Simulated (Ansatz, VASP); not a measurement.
One calculation of C, two programs

```
CELL_PARAMETERS angstrom
2.45581 0.00000 0.00000
-1.22790 2.12679 0.00000
0.00000 0.00000 7.03643
ATOMIC_POSITIONS crystal
C 0.00000 0.00000 0.25000
C 0.00000 0.00000 0.75000
C 0.33333 0.66667 0.25000
C 0.66667 0.33333 0.75000
```

Alike in both runs: task single point; functional r2SCAN; k mesh 24 × 24 × 8; occupations gaussian, width 0.1 eV; no spin polarisation.

|  | VASP | Ansatz |
| --- | --- | --- |
| version | VASP 6.6.1 | Ansatz 0.2.0 |
| potentials or method | VASP PAW PBE potentials, release 64 (C), cutoff 520 eV | scalar-relativistic, plane waves, PAW |
| valence electrons in the cell | 16 | 16 |

VASP gave:

| Quantity | Value |
| --- | --- |
| gap on the k mesh at the Fermi level (eV) | none |
| pressure (GPa) | 0.7 |
| traceless stress, the component that is largest in VASP (GPa) | -0.72 |

Task: Estimate Ansatz's values.

Result: gap on the k mesh at the Fermi level (eV): none; pressure (GPa): 0.0; traceless stress, the component that is largest in VASP (GPa): 0.03.

VASP's potentials were made for PBE, not for r2SCAN. A gap of «none» marks a metal or a gap that the smearing closes.
